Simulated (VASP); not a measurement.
# AlCr2C (P6_3/mmc) in VASP: notebook

The runs below take AlCr2C through single point, with LDA.

Everything below comes from runs of VASP 6.6.1. Logs are shortened: lines on timing, memory, paths and dates and some standing lists are left out, and cuts for length are marked.

## 1. The cell of the first run

The structure is hexagonal, space group P6_3/mmc (No. 194). Conventional cell: a = 2.894 Å, b = 2.894 Å, c = 12.909 Å, α = 90.00°, β = 90.00°, γ = 120.00°. Within 3.6 Å of Al (site symmetry -6m2) lie 6 Cr at 2.71 Å and 6 Al at 2.89 Å. Within 2.6 Å of Cr (site symmetry 3m) lie 3 C at 2.00 Å. C (site symmetry -3m) has 6 Cr at 2.00 Å within 2.6 Å.

## 2. Single point, LDA, collinear spin, antiferromagnetic start

INCAR reads:

```
SYSTEM = AlCr2C
  ALGO = Normal
  EDIFF = 1E-7
  ENCUT = 520
  ISIF = 2
  ISMEAR = -1
  ISPIN = 2
  LASPH = .True.
  LCHARG = .True.
  LELF = .True.
  LMAXMIX = 4
  LORBIT = 11
  LREAL = .False.
  LVHAR = .True.
  LWAVE = .False.
  MAGMOM = 0 0 3 -3 3 -3 0 0
  NBANDS = 45
  NELM = 150
  PREC = Accurate
  SIGMA = 0.15
```

KPOINTS reads:

```
k-points
0
Gamma
  11 11 3
  0 0 0
```

POSCAR reads:

```
AlCr2C
1.0
    2.8940329199      0.0000000000      0.0000000000
   -1.4470169721      2.5063057880      0.0000000000
    0.0000000000      0.0000000000     12.9088450968
Al Cr C
2 4 2
Direct
    0.6666666667      0.3333333333      0.2500000000
    0.3333333333      0.6666666667      0.7500000000
    0.3333333333      0.6666666667      0.4149410000
    0.6666666667      0.3333333333      0.9149410000
    0.6666666667      0.3333333333      0.5850590000
    0.3333333333      0.6666666667      0.0850590000
    0.0000000000      0.0000000000      0.5000000000
    0.0000000000      0.0000000000      0.0000000000
```

Potentials or basis: VASP PAW LDA potentials, release 64 (Al, Cr_pv, C).

Started as:

```sh
> cat potpaw_LDA.64/Al/POTCAR potpaw_LDA.64/Cr_pv/POTCAR potpaw_LDA.64/C/POTCAR > POTCAR
> mpirun -np 1 vasp_std > vasp.out
```

OUTCAR:

```text
SYSTEM = AlCr2C
   EDIFF = 1E-7
   ENCUT = 520
   ISIF = 2
   ISMEAR = -1
   ISPIN = 2
   LASPH = .True.
   LORBIT = 11
   LREAL = .False.
   NELM = 150
   PREC = Accurate

 ion  position               nearest neighbor table
   1  0.667  0.333  0.250-   3 2.71   6 2.71   3 2.71   6 2.71   3 2.71   6 2.71
   2  0.333  0.667  0.750-   4 2.71   5 2.71   4 2.71   5 2.71   4 2.71   5 2.71
   3  0.333  0.667  0.415-   7 2.00   7 2.00   7 2.00   1 2.71   1 2.71   1 2.71   5 2.76   5 2.76
                             5 2.76
   4  0.667  0.333  0.915-   8 2.00   8 2.00   8 2.00   2 2.71   2 2.71   2 2.71   6 2.76   6 2.76
                             6 2.76
   5  0.667  0.333  0.585-   7 2.00   7 2.00   7 2.00   2 2.71   2 2.71   2 2.71   3 2.76   3 2.76
                             3 2.76
   6  0.333  0.667  0.085-   8 2.00   8 2.00   8 2.00   1 2.71   1 2.71   1 2.71   4 2.76   4 2.76
                             4 2.76
   7  0.000  0.000  0.500-   5 2.00   3 2.00   5 2.00   3 2.00   3 2.00   5 2.00
   8  0.000  0.000  0.000-   4 2.00   6 2.00   4 2.00   6 2.00   4 2.00   6 2.00

  LATTYP: Found a hexagonal cell.
 ALAT       =     2.8940329199
 C/A-ratio  =     4.4605038899

  Lattice vectors:

 A1 = (   2.8940329199,   0.0000000000,   0.0000000000)
 A2 = (  -1.4470169721,   2.5063057880,   0.0000000000)
 A3 = (   0.0000000000,   0.0000000000,  12.9088450968)

Analysis of symmetry for initial positions (statically):
=====================================================================
 Subroutine PRICEL returns:
 Original cell was already a primitive cell.

 Routine SETGRP: Setting up the symmetry group for a
 hexagonal supercell.

 Subroutine GETGRP returns: Found 24 space group operations
 (whereof 12 operations were pure point group operations)
 out of a pool of 24 trial point group operations.

The static configuration has the point symmetry D_3d.
 The point group associated with its full space group is D_6h.

Analysis of symmetry for dynamics (positions and initial velocities):
=====================================================================
 Subroutine PRICEL returns:
 Original cell was already a primitive cell.

 Routine SETGRP: Setting up the symmetry group for a
 hexagonal supercell.

 Subroutine GETGRP returns: Found 24 space group operations
 (whereof 12 operations were pure point group operations)
 out of a pool of 24 trial point group operations.

The dynamic configuration has the point symmetry D_3d.
 The point group associated with its full space group is D_6h.

Analysis of structural, dynamic, and magnetic symmetry:
=====================================================================
 Subroutine PRICEL returns:
[... 169 lines left out ...]

  energy without entropy =      -72.04766859  energy(sigma->0) =      -72.33471449

 E-fermi :   9.0519     XC(G=0): -12.4408

 val. band max:        9.0510829493   @ k =   0.3636  -0.0000   0.0000
 cond. band min:       9.0625744376   @ k =   0.2727   0.1818   0.0000
 fundamental gap:      0.0114914883
 Fermi energy:         9.0519009486

 spin component 1

 k-point     1 :       0.0000    0.0000    0.0000
  band No.  band energies     occupation
      1     -33.8880      1.00000
      2     -33.8869      1.00000
      3     -33.7473      1.00000
      4     -33.7473      1.00000
      5     -33.7473      1.00000
      6     -33.7473      1.00000
[... 1093 lines left out ...]
     42      13.2596      0.00000
     43      13.5514      0.00000

 [... further k-points ...]

 spin component 2

 k-point     1 :       0.0000    0.0000    0.0000
  band No.  band energies     occupation
      1     -33.8880      1.00000
      2     -33.8869      1.00000
      3     -33.7473      1.00000
      4     -33.7473      1.00000
      5     -33.7473      1.00000
      6     -33.7473      1.00000
[... 1093 lines left out ...]
     42      13.2596      0.00000
     43      13.5514      0.00000

 [... further k-points ...]

 [bands above 43 left out]

------------------------ aborting loop because EDIFF is reached ----------------------------------------

  FORCE on cell =-STRESS in cart. coord.  units (eV):
  Direction    XX          YY          ZZ          XY          YZ          ZX
  --------------------------------------------------------------------------------------
  -------------------------------------------------------------------------------------
  Total      -12.2033198    -12.2033175    -12.4757473      0.0000025     -0.0000000      0.0000000
  in kB     -208.8159468   -208.8159068   -213.4775636      0.0000427     -0.0000000      0.0000000
  external PRESSURE =    -210.3698057 kB  Pullay stress =       0.0000000 kB

 VOLUME and BASIS-vectors are now :
 -----------------------------------------------------------------------------
  energy-cutoff  :      520.00
  volume of cell :       93.63
      direct lattice vectors                 reciprocal lattice vectors
     2.894032920  0.000000000  0.000000000     0.345538571  0.199496877  0.000000000
    -1.447016972  2.506305788  0.000000000     0.000000000  0.398993612  0.000000000
     0.000000000  0.000000000 12.908845097     0.000000000  0.000000000  0.077466264

 POSITION                                       TOTAL-FORCE (eV/Angst)
 -----------------------------------------------------------------------------------
      1.44702      0.83544      3.22721        -0.000000     -0.000000     -0.000000
     -0.00000      1.67087      9.68163        -0.000000     -0.000000     -0.000000
     -0.00000      1.67087      5.35641        -0.000000      0.000000      1.127948
      1.44702      0.83544     11.81083         0.000000     -0.000000      1.127948
      1.44702      0.83544      7.55244         0.000000     -0.000000     -1.127948
     -0.00000      1.67087      1.09801        -0.000000      0.000000     -1.127948
      0.00000      0.00000      6.45442         0.000000     -0.000000     -0.000000
      0.00000      0.00000      0.00000         0.000000     -0.000000     -0.000000
 -----------------------------------------------------------------------------------
    total drift:                               -0.000000      0.000000     -0.000000

  FREE ENERGIE OF THE ION-ELECTRON SYSTEM (eV)
  ---------------------------------------------------
  free  energy   TOTEN  =       -72.6217603934 eV

  energy  without entropy=      -72.0476685928  energy(sigma->0) =      -72.33471449

 total charge

# of ion       s       p       d       tot
------------------------------------------
    1        0.419   0.382   0.000   0.802
    2        0.419   0.382   0.000   0.802
    3        0.318   6.372   4.320  11.010
    4        0.318   6.372   4.320  11.010
    5        0.318   6.372   4.320  11.010
    6        0.318   6.372   4.320  11.010
    7        0.886   1.532   0.000   2.418
    8        0.886   1.532   0.000   2.418
--------------------------------------------------
tot          3.883  29.318  17.279  50.479

 magnetization (x)

# of ion       s       p       d       tot
------------------------------------------
    1        0.000   0.000   0.000   0.000
    2        0.000   0.000   0.000   0.000
    3        0.000  -0.000  -0.000  -0.000
    4       -0.000   0.000   0.000   0.000
    5        0.000  -0.000  -0.000  -0.000
    6       -0.000   0.000   0.000   0.000
    7        0.000   0.000   0.000   0.000
    8       -0.000  -0.000   0.000  -0.000
--------------------------------------------------
tot          0.000   0.000   0.000   0.000
```

Wall time 13 min (1 thread of AMD EPYC 7R13, shared host); peak memory 0.3 GiB.

Results:

```
Free energy                                           : -72.6218 eV
Pressure                                              : -21.0 GPa
Largest force                                         : 1.128 eV/Å
Band gap on the k mesh                                : zero (filled and empty bands overlap)
Net moment                                            : 0.00 μB per cell
Valence electrons inside the program's atomic spheres : Al 0.80; Cr 11.01; C 2.42
```

Forces on the atoms (eV/Å):
```
Al   0.000  0.000  0.000
Al   0.000  0.000  0.000
Cr   0.000  0.000  1.128
Cr   0.000  0.000  1.128
Cr   0.000  0.000 -1.128
Cr   0.000  0.000 -1.128
C    0.000  0.000  0.000
C    0.000  0.000  0.000
```

Stress tensor (GPa, compression positive):
```
-20.88   0.00   0.00
  0.00 -20.88   0.00
  0.00   0.00 -21.35
```

Caveat: the starting moments collapsed, and a magnetic state may lie lower; forces of over 1 eV/Å act on the atoms, so gaps and moduli don't describe the material at rest.

## 3. Single point, LDA, collinear spin, antiferromagnetic start

This run uses another cell than the first one, of 10.07 Å³/atom, 0.860 times its volume.

INCAR reads:

```
PREC = Accurate
ENCUT = 520
EDIFF = 1E-6
ISMEAR = -1
SIGMA = 0.15
LREAL = F
LASPH = T
NELM = 150
ALGO = Normal
ISIF = 2
LWAVE = F
LCHARG = F
ISPIN = 2
MAGMOM = 0 0 3 -3 3 -3 0 0
LORBIT = 11
LMAXMIX = 4
NBANDS = 45
```

KPOINTS reads:

```
regular mesh
0
Gamma
  11 11 3
```

Changes to POSCAR since step 2:

```diff
@@ -2,5 +2,5 @@
 1.0
-    2.8940329199      0.0000000000      0.0000000000
-   -1.4470169721      2.5063057880      0.0000000000
-    0.0000000000      0.0000000000     12.9088450968
+    2.7526303231      0.0000000000      0.0000000000
+   -1.3763156487      2.3838475588      0.0000000000
+    0.0000000000      0.0000000000     12.2781182639
 Al Cr C
```

Potentials or basis: VASP PAW LDA potentials, release 64 (Al, Cr_pv, C).

Started as:

```sh
> cat potpaw_LDA.64/Al/POTCAR potpaw_LDA.64/Cr_pv/POTCAR potpaw_LDA.64/C/POTCAR > POTCAR
> mpirun -np 1 vasp_std > vasp.out
```

OUTCAR:

```text
PREC = Accurate
   ENCUT = 520
   EDIFF = 1E-6
   ISMEAR = -1
   LREAL = F
   LASPH = T
   NELM = 150
   ISIF = 2
   ISPIN = 2
   LORBIT = 11

 ion  position               nearest neighbor table
   1  0.667  0.333  0.250-   3 2.57   6 2.57   3 2.57   6 2.57   3 2.57   6 2.57
   2  0.333  0.667  0.750-   4 2.57   5 2.57   4 2.57   5 2.57   4 2.57   5 2.57
   3  0.333  0.667  0.415-   7 1.90   7 1.90   7 1.90   1 2.57   1 2.57   1 2.57   5 2.62   5 2.62
                             5 2.62
   4  0.667  0.333  0.915-   8 1.90   8 1.90   8 1.90   2 2.57   2 2.57   2 2.57   6 2.62   6 2.62
                             6 2.62
   5  0.667  0.333  0.585-   7 1.90   7 1.90   7 1.90   2 2.57   2 2.57   2 2.57   3 2.62   3 2.62
                             3 2.62
   6  0.333  0.667  0.085-   8 1.90   8 1.90   8 1.90   1 2.57   1 2.57   1 2.57   4 2.62   4 2.62
                             4 2.62
   7  0.000  0.000  0.500-   5 1.90   3 1.90   5 1.90   3 1.90   3 1.90   5 1.90
   8  0.000  0.000  0.000-   4 1.90   6 1.90   4 1.90   6 1.90   4 1.90   6 1.90

  LATTYP: Found a hexagonal cell.
 ALAT       =     2.7526303231
 C/A-ratio  =     4.4605038900

  Lattice vectors:

 A1 = (   2.7526303231,   0.0000000000,   0.0000000000)
 A2 = (  -1.3763156487,   2.3838475588,   0.0000000000)
 A3 = (   0.0000000000,   0.0000000000,  12.2781182639)

Analysis of symmetry for initial positions (statically):
=====================================================================
 Subroutine PRICEL returns:
 Original cell was already a primitive cell.

 Routine SETGRP: Setting up the symmetry group for a
 hexagonal supercell.

 Subroutine GETGRP returns: Found 24 space group operations
 (whereof 12 operations were pure point group operations)
 out of a pool of 24 trial point group operations.

The static configuration has the point symmetry D_3d.
 The point group associated with its full space group is D_6h.

Analysis of symmetry for dynamics (positions and initial velocities):
=====================================================================
 Subroutine PRICEL returns:
 Original cell was already a primitive cell.

 Routine SETGRP: Setting up the symmetry group for a
 hexagonal supercell.

 Subroutine GETGRP returns: Found 24 space group operations
 (whereof 12 operations were pure point group operations)
 out of a pool of 24 trial point group operations.

The dynamic configuration has the point symmetry D_3d.
 The point group associated with its full space group is D_6h.

Analysis of structural, dynamic, and magnetic symmetry:
=====================================================================
 Subroutine PRICEL returns:
 Original cell was already a primitive cell.

 Routine SETGRP: Setting up the symmetry group for a
 hexagonal supercell.

 Subroutine GETGRP returns: Found 24 space group operations
 (whereof 12 operations were pure point group operations)
 out of a pool of 24 trial point group operations.

The overall configuration has the point symmetry D_3d.
 The point group associated with its full space group is D_6h.

 Subroutine INISYM returns: Found 24 space group operations
 (whereof 12 operations are pure point group operations),
 and found     1 'primitive' translations

----------------------------------------------------------------------------------------

                                     Primitive cell

  volume of cell :      80.5672

[... 116 lines left out ...]
   EFERMI_NEDOS =   21; number of points for ismear=-14 and -15
   IALGO  =     38    algorithm
   IMIX   =      4    mixing-type and parameters
     AMIX     =   0.40;   BMIX     =  1.00
     AMIX_MAG =   1.60;   BMIX_MAG =  1.00
  volume/ion in A,a.u.               =      10.07        67.96
  Fermi-wavevector in a.u.,A,eV,Ry     =   1.500212  2.834990 30.621767  2.250636
  Thomas-Fermi vector in A             =   2.611742
   LORBIT       =     11    0 simple, 1 ext, 2 COOP (PROOUT), +10 PAW based schemes
   GGA     = CA    functional components
   LHFCALC =     F    Hartree Fock is set to
   AEXX    =    0.0000 exact exchange contribution
   IVDW    =     0    specifies the selected vdW correction
   LEPSILON=     F    determine dielectric tensor
   LRPA    =     F    only Hartree local field effects (RPA)
 spin polarized calculation
  energy-cutoff  :      520.00
  volume of cell :       80.57
 maximum number of plane-waves:      2191
   NGX = 11   NGY = 11   NGZ = 45

 number of electron      62.0000027 magnetization       0.0000000

 number of electron      62.0000027 magnetization      -0.0000000

 Free energy of the ion-electron system (eV)
  ---------------------------------------------------
  ext. energy  EPLUGINS =         0.00000000
  ---------------------------------------------------
  free energy    TOTEN  =       -73.12370488 eV

  energy without entropy =      -72.66946884  energy(sigma->0) =      -72.89658686

 E-fermi :  11.0273     XC(G=0): -13.2009

 val. band max:       11.0247357343   @ k =   0.3636   0.0000   0.0000
 cond. band min:      11.0442786569   @ k =   0.3636   0.0000   0.3333
 fundamental gap:      0.0195429226
 Fermi energy:        11.0272757722

 spin component 1

 k-point     1 :       0.0000    0.0000    0.0000
  band No.  band energies     occupation
      1     -32.0450      1.00000
      2     -32.0423      1.00000
      3     -31.7220      1.00000
      4     -31.7220      1.00000
      5     -31.7219      1.00000
      6     -31.7219      1.00000
[... 1093 lines left out ...]
     42      16.0772      0.00000
     43      16.3991      0.00000

 [... further k-points ...]

 spin component 2

 k-point     1 :       0.0000    0.0000    0.0000
  band No.  band energies     occupation
      1     -32.0450      1.00000
      2     -32.0423      1.00000
      3     -31.7220      1.00000
      4     -31.7220      1.00000
      5     -31.7219      1.00000
      6     -31.7219      1.00000
[... 1093 lines left out ...]
     42      16.0772      0.00000
     43      16.3992      0.00000

 [... further k-points ...]

 [bands above 43 left out]

------------------------ aborting loop because EDIFF is reached ----------------------------------------

  FORCE on cell =-STRESS in cart. coord.  units (eV):
  Direction    XX          YY          ZZ          XY          YZ          ZX
  --------------------------------------------------------------------------------------
  -------------------------------------------------------------------------------------
  Total        6.3682277      6.3682265      7.0657378     -0.0000013      0.0000000      0.0000000
  in kB      126.6400248    126.6400006    140.5108678     -0.0000259      0.0000000      0.0000000
  external PRESSURE =     131.2636311 kB  Pullay stress =       0.0000000 kB

 VOLUME and BASIS-vectors are now :
 -----------------------------------------------------------------------------
  energy-cutoff  :      520.00
  volume of cell :       80.57
      direct lattice vectors                 reciprocal lattice vectors
     2.752630323  0.000000000  0.000000000     0.363288885  0.209745030  0.000000000
    -1.376315649  2.383847559  0.000000000     0.000000000  0.419489911  0.000000000
     0.000000000  0.000000000 12.278118264     0.000000000  0.000000000  0.081445705

 POSITION                                       TOTAL-FORCE (eV/Angst)
 -----------------------------------------------------------------------------------
      1.37631      0.79462      3.06953         0.000000     -0.000000      0.000000
     -0.00000      1.58923      9.20859        -0.000000     -0.000000      0.000000
     -0.00000      1.58923      5.09469         0.000000      0.000000     -0.542585
      1.37631      0.79462     11.23375         0.000000     -0.000000     -0.542585
      1.37631      0.79462      7.18342        -0.000000     -0.000000      0.542585
     -0.00000      1.58923      1.04436        -0.000000      0.000000      0.542585
      0.00000      0.00000      6.13906         0.000000     -0.000000      0.000000
      0.00000      0.00000      0.00000         0.000000     -0.000000      0.000000
 -----------------------------------------------------------------------------------
    total drift:                                0.000000     -0.000000      0.000000

  FREE ENERGIE OF THE ION-ELECTRON SYSTEM (eV)
  ---------------------------------------------------
  free  energy   TOTEN  =       -73.1237048779 eV

  energy  without entropy=      -72.6694688429  energy(sigma->0) =      -72.89658686

 total charge

# of ion       s       p       d       tot
------------------------------------------
    1        0.429   0.444   0.000   0.873
    2        0.429   0.444   0.000   0.873
    3        0.365   6.485   4.530  11.381
    4        0.365   6.485   4.530  11.381
    5        0.365   6.485   4.530  11.381
    6        0.365   6.485   4.530  11.381
    7        0.914   1.641   0.000   2.555
    8        0.914   1.641   0.000   2.555
--------------------------------------------------
tot          4.146  30.111  18.120  52.378

 magnetization (x)

# of ion       s       p       d       tot
------------------------------------------
    1        0.000   0.000   0.000   0.000
    2        0.000   0.000   0.000   0.000
    3       -0.000   0.000   0.000   0.000
    4        0.000  -0.000  -0.000  -0.000
    5       -0.000   0.000   0.000   0.000
    6        0.000  -0.000  -0.000  -0.000
    7       -0.000  -0.000   0.000  -0.000
    8        0.000   0.000   0.000   0.000
--------------------------------------------------
tot          0.000   0.000   0.000   0.000
```

Wall time 3.6 min (1 thread of Intel Xeon Platinum 8259CL at 2.50GHz (Skylake/Cascade Lake), shared host); peak memory 0.27 GiB.

Results:

* Free energy: -73.1237 eV
* Pressure: 13.1 GPa
* Largest force: 0.543 eV/Å
* Band gap on the k mesh: zero (filled and empty bands overlap)
* Net moment: 0.00 μB per cell
* Valence electrons inside the program's atomic spheres: Al 0.87; Cr 11.38; C 2.56

Forces on the atoms (eV/Å):
```
Al   0.000  0.000  0.000
Al   0.000  0.000  0.000
Cr   0.000  0.000 -0.543
Cr   0.000  0.000 -0.543
Cr   0.000  0.000  0.543
Cr   0.000  0.000  0.543
C    0.000  0.000  0.000
C    0.000  0.000  0.000
```

Levels at points of the mesh, in eV from the Fermi level:
Spin up:
```tsv
k point	band 29	band 30	band 31	band 32	band 33	band 34
(0.00, 0.00, 0.00)	-1.21	-1.21	-0.23	-0.23	-0.19	-0.19
```
Spin down:
```csv
k point,band 28,band 29,band 30,band 31,band 32,band 33,band 34,band 35
"(0.00, 0.00, 0.00)",-1.23,-1.21,-1.21,-0.23,-0.23,-0.19,-0.19,0.65
```

Caveat: the starting moments collapsed, and a magnetic state may lie lower.
